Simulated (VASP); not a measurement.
# ZnS (F-43m) in VASP: further runs

Runs on ZnS. Level: PBEsol. Tasks: single point, relaxation of cell and atoms.

Program: VASP 6.6.1. These are calculated values, not measurements. Logs are shortened: lines on timing, memory, paths and dates and some standing lists are left out, and cuts for length are marked.

## 1. The cell of the first run

Symmetry: F-43m, No. 216, cubic system. Conventional cell: a = 5.356 Å, b = 5.356 Å, c = 5.356 Å, α = 90.00°, β = 90.00°, γ = 90.00°. Zn (site symmetry -43m) has 4 S at 2.32 Å within 3.1 Å. Within 3.1 Å of S (site symmetry -43m) lie 4 Zn at 2.32 Å.

## 2. Single point, PBEsol

File INCAR:

```
PREC     = Accurate       # precision mode
ENCUT    = 520            # plane-wave cutoff, eV
EDIFF    = 1E-6           # SCF threshold, eV
ISMEAR   = 0              # smearing method
SIGMA    = 0.02           # smearing width, eV
LREAL    = F              # projectors in reciprocal space
LASPH    = T              # aspherical terms in the spheres
NELM     = 100            # most SCF steps
ALGO     = Normal         # electronic algorithm
ISIF     = 2              # what is computed and relaxed
LWAVE    = F              # write WAVECAR
LCHARG   = T              # write CHGCAR
GGA      = PS             # functional
LELF     = T              # ELF
LVHAR    = T            
NBANDS   = 16             # bands
```

File KPOINTS:

```
regular mesh
0
Gamma
  10 10 10
```

File POSCAR:

```
ZnS
1.0
    0.0000000000      2.6780454799      2.6780454799
    2.6780454799      0.0000000000      2.6780454799
    2.6780454799      2.6780454799      0.0000000000
Zn S
1 1
Direct
    0.0000000000      0.0000000000      0.0000000000
    0.7500000000      0.7500000000      0.7500000000
```

Potentials or basis: VASP PAW PBE potentials, release 64 (Zn, S).

Launch:

```console
> cat potpaw_PBE.64/Zn/POTCAR potpaw_PBE.64/S/POTCAR > POTCAR
> mpirun -np 1 vasp_std > vasp.out
```

OUTCAR:

```text
PREC = Accurate
   ENCUT = 520
   EDIFF = 1E-6
   ISMEAR = 0
   LREAL = F
   LASPH = T
   NELM = 100
   ISIF = 2
   GGA = PS

 ion  position               nearest neighbor table
   1  0.000  0.000  0.000-   2 2.32   2 2.32   2 2.32   2 2.32
   2  0.750  0.750  0.750-   1 2.32   1 2.32   1 2.32   1 2.32

  LATTYP: Found a face centered cubic cell.
 ALAT       =     5.3560909598

  Lattice vectors:

 A1 = (   0.0000000000,   2.6780454799,   2.6780454799)
 A2 = (   2.6780454799,   0.0000000000,   2.6780454799)
 A3 = (   2.6780454799,   2.6780454799,   0.0000000000)

Analysis of symmetry for initial positions (statically):
=====================================================================
 Subroutine PRICEL returns:
 Original cell was already a primitive cell.

 Routine SETGRP: Setting up the symmetry group for a
 face centered cubic supercell.

 Subroutine GETGRP returns: Found 24 space group operations
 (whereof 24 operations were pure point group operations)
 out of a pool of 48 trial point group operations.

The static configuration has the point symmetry T_d .

Analysis of symmetry for dynamics (positions and initial velocities):
=====================================================================
 Subroutine PRICEL returns:
 Original cell was already a primitive cell.

 Routine SETGRP: Setting up the symmetry group for a
 face centered cubic supercell.

 Subroutine GETGRP returns: Found 24 space group operations
 (whereof 24 operations were pure point group operations)
 out of a pool of 48 trial point group operations.

The dynamic configuration has the point symmetry T_d .

 Subroutine INISYM returns: Found 24 space group operations
 (whereof 24 operations are pure point group operations),
 and found     1 'primitive' translations

----------------------------------------------------------------------------------------

                                     Primitive cell

  volume of cell :      38.4135

  direct lattice vectors                    reciprocal lattice vectors
     0.000000000  2.678045480  2.678045480    -0.186703327  0.186703327  0.186703327
     2.678045480  0.000000000  2.678045480     0.186703327 -0.186703327  0.186703327
     2.678045480  2.678045480  0.000000000     0.186703327  0.186703327 -0.186703327

  length of vectors
     3.787328238  3.787328238  3.787328238     0.323379648  0.323379648  0.323379648

  position of ions in fractional coordinates (direct lattice)
     0.000000000  0.000000000  0.000000000
     0.750000000  0.750000000  0.750000000

  ion indices of the primitive-cell ions
   primitive index   ion index
                 1           1
                 2           2

----------------------------------------------------------------------------------------

 KPOINTS: regular mesh

Automatic generation of k-mesh.
 Grid dimensions read from file:
 generate k-points for:   10   10   10

 Generating k-lattice:

  Cartesian coordinates                     Fractional coordinates (reciprocal lattice)
    -0.018670333  0.018670333  0.018670333     0.100000000  0.000000000  0.000000000
     0.018670333 -0.018670333  0.018670333     0.000000000  0.100000000  0.000000000
     0.018670333  0.018670333 -0.018670333     0.000000000  0.000000000  0.100000000

  Length of vectors
     0.032337965  0.032337965  0.032337965

  Shift w.r.t. Gamma in fractional coordinates (k-lattice)
     0.000000000  0.000000000  0.000000000

 Subroutine IBZKPT returns following result:
 ===========================================

 Found     47 irreducible k-points:

 Following reciprocal coordinates:
            Coordinates               Weight
  0.000000  0.000000  0.000000      1.000000
  0.100000  0.000000  0.000000      8.000000
  0.200000  0.000000  0.000000      8.000000
  0.300000  0.000000  0.000000      8.000000
  0.400000  0.000000  0.000000      8.000000
  0.500000  0.000000  0.000000      4.000000
[... 16 lines left out ...]
  0.300000  0.300000  0.000000      6.000000
  0.400000  0.300000  0.000000     24.000000
 [... further k-points ...]
   k-points           NKPTS =     47   k-points in BZ     NKDIM =     47   number of bands    NBANDS=     16
   number of dos      NEDOS =    301   number of ions     NIONS =      2
   total plane-waves  NPLWV =  21952
   dimension x,y,z NGX =    28 NGY =   28 NGZ =   28
   dimension x,y,z NGXF=    56 NGYF=   56 NGZF=   56
   ions per type =               1   1
   NGX,Y,Z   is equivalent  to a cutoff of  12.29, 12.29, 12.29 a.u.
   NGXF,Y,Z  is equivalent  to a cutoff of  24.58, 24.58, 24.58 a.u.
 SYSTEM =  unknown system
   PREC   = accura    normal or accurate (medium, high low for compatibility)
   ISTART =      0    job   : 0-new  1-cont  2-samecut
   ICHARG =      2    charge: 1-file 2-atom 10-const
   ISPIN  =      1    spin polarized calculation?
   LNONCOLLINEAR =      F non collinear calculations
   LSORBIT =      F    spin-orbit coupling
   LASPH  =      T    aspherical Exc in radial PAW
   ENCUT  =  520.0 eV  38.22 Ry    6.18 a.u.   7.04  7.04  7.04*2*pi/ulx,y,z
   NELM   =    100;   NELMIN=  2; NELMDL= -5     # of ELM steps
   EDIFF  = 0.1E-05   stopping-criterion for ELM
   LREAL  =      F    real-space projection
   EDIFFG = 0.1E-04   stopping-criterion for IOM
   NSW    =      0    number of steps for IOM
   IBRION =     -1    ionic relax: 0-MD 1-quasi-New 2-CG
   NFREE  =      0    steps in history (QN), initial steepest desc. (CG)
   ISIF   =      2    stress and relaxation
   ISYM   =      2    0-nonsym 1-usesym 2-fastsym
   POTIM  = 0.5000    time-step for ionic-motion
   TEBEG  =    0.0;   TEEND  =   0.0 temperature during run
   PSTRESS=    0.0 pullay stress
   NELECT =      18.0000    total number of electrons
   NUPDOWN=      -1.0000    fix difference up-down
   EMIN   =  10.00;   EMAX   =-10.00  energy-range for DOS
   EFERMI =   0.00;   METHOD = LEGACY
   ISMEAR =     0;   SIGMA  =   0.02  broadening in eV -4-tet -1-fermi 0-gaus
   EFERMI_NEDOS =   21; number of points for ismear=-14 and -15
   IALGO  =     38    algorithm
   IMIX   =      4    mixing-type and parameters
     AMIX     =   0.40;   BMIX     =  1.00
     AMIX_MAG =   1.60;   BMIX_MAG =  1.00
  volume/ion in A,a.u.               =      19.21       129.61
  Fermi-wavevector in a.u.,A,eV,Ry     =   1.271563  2.402905 21.998869  1.616871
  Thomas-Fermi vector in A             =   2.404489
   LORBIT       =      0    0 simple, 1 ext, 2 COOP (PROOUT), +10 PAW based schemes
   GGA     = PS    functional components
   LHFCALC =     F    Hartree Fock is set to
   AEXX    =    0.0000 exact exchange contribution
   IVDW    =     0    specifies the selected vdW correction
   LEPSILON=     F    determine dielectric tensor
   LRPA    =     F    only Hartree local field effects (RPA)
 non-spin polarized calculation
 Gauss-broadening in eV      SIGMA  =   0.02
  energy-cutoff  :      520.00
  volume of cell :       38.41
 maximum number of plane-waves:      1056
   NGX = 15   NGY = 15   NGZ = 15

 number of electron      18.0000016 magnetization

 Free energy of the ion-electron system (eV)
  ---------------------------------------------------
  ext. energy  EPLUGINS =         0.00000000
  ---------------------------------------------------
  free energy    TOTEN  =        -7.58891346 eV

  energy without entropy =       -7.58891346  energy(sigma->0) =       -7.58891346

 E-fermi :   2.4120     XC(G=0):  -9.9759

 val. band max:        2.2663616539   @ k =   0.0000   0.0000   0.0000
 cond. band min:       4.3601257212   @ k =   0.0000   0.0000   0.0000
 fundamental gap:      2.0937640674
 Fermi energy:         2.4120387278

 k-point     1 :       0.0000    0.0000    0.0000
  band No.  band energies     occupation
      1     -11.0799      2.00000
      2      -4.2172      2.00000
      3      -4.2171      2.00000
      4      -4.2171      2.00000
      5      -3.6858      2.00000
      6      -3.6858      2.00000
[... 8 lines left out ...]
     15      14.0337      0.00000
     16      14.0554      0.00000

 k-point     2 :       0.1000    0.0000    0.0000
  band No.  band energies     occupation
      1     -10.9996      2.00000
      2      -4.2199      2.00000
      3      -4.2025      2.00000
      4      -4.2025      2.00000
      5      -3.6873      2.00000
      6      -3.6873      2.00000
[... 8 lines left out ...]
     15      13.5542      0.00000
     16      14.6538      0.00000

 k-point     3 :       0.2000    0.0000    0.0000
  band No.  band energies     occupation
      1     -10.7772      2.00000
      2      -4.2093      2.00000
      3      -4.1663      2.00000
      4      -4.1663      2.00000
      5      -3.6875      2.00000
      6      -3.6875      2.00000
[... 8 lines left out ...]
     15      13.1115      0.00000
     16      14.6475      0.00000

 k-point     4 :       0.3000    0.0000    0.0000
  band No.  band energies     occupation
      1     -10.4735      2.00000
      2      -4.1297      2.00000
      3      -4.1278      2.00000
      4      -4.1278      2.00000
      5      -3.6787      2.00000
      6      -3.6787      2.00000
[... 8 lines left out ...]
     15      13.4966      0.00000
     16      14.0706      0.00000
[... 324 lines left out ...]
 k-point    22 :      -0.2000    0.2000    0.0000
  band No.  band energies     occupation
      1     -10.3707      2.00000
      2      -4.1278      2.00000
      3      -4.1012      2.00000
      4      -4.0956      2.00000
      5      -3.7101      2.00000
      6      -3.6456      2.00000
[... 8 lines left out ...]
     15      15.1690      0.00000
     16      16.8736      0.00000

 k-point    23 :       0.3000    0.3000    0.0000
  band No.  band energies     occupation
      1     -10.2700      2.00000
      2      -4.2952      2.00000
      3      -4.0048      2.00000
      4      -4.0048      2.00000
      5      -3.7227      2.00000
      6      -3.6324      2.00000
[... 8 lines left out ...]
     15      15.1269      0.00000
     16      18.9606      0.00000

 k-point    24 :       0.4000    0.3000    0.0000
  band No.  band energies     occupation
      1     -10.0523      2.00000
      2      -4.2634      2.00000
      3      -3.9567      2.00000
      4      -3.9488      2.00000
      5      -3.6658      2.00000
      6      -3.6241      2.00000
[... 8 lines left out ...]
     15      15.6888      0.00000
     16      18.2082      0.00000

 [... further k-points ...]

------------------------ aborting loop because EDIFF is reached ----------------------------------------

  FORCE on cell =-STRESS in cart. coord.  units (eV):
  Direction    XX          YY          ZZ          XY          YZ          ZX
  --------------------------------------------------------------------------------------
  -------------------------------------------------------------------------------------
  Total        0.0508477      0.0508477      0.0508477      0.0000000      0.0000000     -0.0000000
  in kB        2.1207905      2.1207905      2.1207905      0.0000000      0.0000000     -0.0000000
  external PRESSURE =       2.1207905 kB  Pullay stress =       0.0000000 kB

 VOLUME and BASIS-vectors are now :
 -----------------------------------------------------------------------------
  energy-cutoff  :      520.00
  volume of cell :       38.41
      direct lattice vectors                 reciprocal lattice vectors
     0.000000000  2.678045480  2.678045480    -0.186703327  0.186703327  0.186703327
     2.678045480  0.000000000  2.678045480     0.186703327 -0.186703327  0.186703327
     2.678045480  2.678045480  0.000000000     0.186703327  0.186703327 -0.186703327

 POSITION                                       TOTAL-FORCE (eV/Angst)
 -----------------------------------------------------------------------------------
      0.00000      0.00000      0.00000         0.000000     -0.000000      0.000000
      4.01707      4.01707      4.01707        -0.000000      0.000000     -0.000000
 -----------------------------------------------------------------------------------
    total drift:                               -0.000002     -0.000002     -0.000002

  FREE ENERGIE OF THE ION-ELECTRON SYSTEM (eV)
  ---------------------------------------------------
  free  energy   TOTEN  =        -7.5889134555 eV

  energy  without entropy=       -7.5889134555  energy(sigma->0) =       -7.58891346
```

Wall time 14 s (1 thread of Intel Xeon Platinum 8488C (Sapphire Rapids), shared host); peak memory 0.17 GiB.

Results:

```
Free energy            : -7.5889 eV
Pressure               : 0.2 GPa
Band gap on the k mesh : 2.09 eV
```

Caveat: the PAW data sets were made with another functional, which shifts forces and pressure a little.

## 3. Relaxation of cell and atoms, PBEsol

This run uses another cell than the first one, of 19.55 Å³/atom.

File INCAR:

```
PREC = Accurate
ENCUT = 600
EDIFF = 1E-6
ISMEAR = 0
SIGMA = 0.02
LREAL = False
LASPH = True
NELM = 60
ALGO = Normal
ISIF = 3
LWAVE = False
LCHARG = False
GGA = PS
IBRION = 2
NSW = 100
EDIFFG = -0.005
```

File KPOINTS:

```
Automatic mesh
0
Gamma
  10 10 10
```

File POSCAR:

```
ZnS
1.0
    0.0000000000      2.6936828800      2.6936828800
    2.6936828800      0.0000000000      2.6936828800
    2.6936828800      2.6936828800      0.0000000000
Zn S
1 1
Direct
    0.0000000000      0.0000000000      0.0000000000
    0.7500000000      0.7500000000      0.7500000000
```

Potentials or basis: VASP PAW PBE potentials, release 64 (Zn, S).

Launch:

```console
> cat potpaw_PBE.64/Zn/POTCAR potpaw_PBE.64/S/POTCAR > POTCAR
> mpirun -np 1 vasp_std > vasp.out
```

Wall time 37 s (1 thread of Intel Xeon Platinum 8488C (Sapphire Rapids), shared host); peak memory 0.19 GiB.

It converged, with:

```yaml
Free_energy: -7.5893 eV
Relaxed_volume: 19.27 Å³/atom
Relaxed_cell: a = 3.791 Å, b = 3.791 Å, c = 3.791 Å, α = 60.00°, β = 60.00°, γ = 60.00°
Space_group_after_relaxing_to_0.1_Å: F-43m (No. 216)
Energy_gained_by_relaxing: 1.0 meV/atom
Ionic_steps: 4
Pressure_after_relaxing: 0.0 GPa
Band_gap_on_the_k_mesh: 2.08 eV
```

Step by step:
```csv
step,energy change (eV),largest force (eV/Å),pressure (GPa),volume (Å³)
1,0.0000,0.0000,-1.07,39.09
2,-0.0019,0.0000,0.35,38.36
3,-0.0020,0.0000,0.05,38.51
4,-0.0020,0.0000,-0.04,38.54
```

Final structure:
```yaml
crystal:
  lattice:
    - [0.00000, 2.68087, 2.68087]
    - [2.68087, 0.00000, 2.68087]
    - [2.68087, 2.68087, 0.00000]
  atoms:
    - { symbol: Zn, position: [0.00000, 0.00000, 0.00000] }
    - { symbol: S, position: [0.75000, 0.75000, 0.75000] }
```

Levels at points of the mesh, in eV from the valence-band top:
```
           k point  band 5  band 6  band 7  band 8  band 9  band 10  band 11  band 12  band 13
(0.00, 0.00, 0.00)   -5.94   -5.94    0.00    0.00    0.00     2.08     6.29     6.29     6.29
(0.50, 0.00, 0.00)   -5.91   -5.74   -5.52   -0.91   -0.91     3.24     6.82     6.82     8.78
(0.50, 0.50, 0.00)   -5.86   -5.72   -4.70   -2.34   -2.34     3.18     3.96    11.00    12.04
```

Caveat: the PAW data sets were made with another functional, which shifts forces and pressure a little.
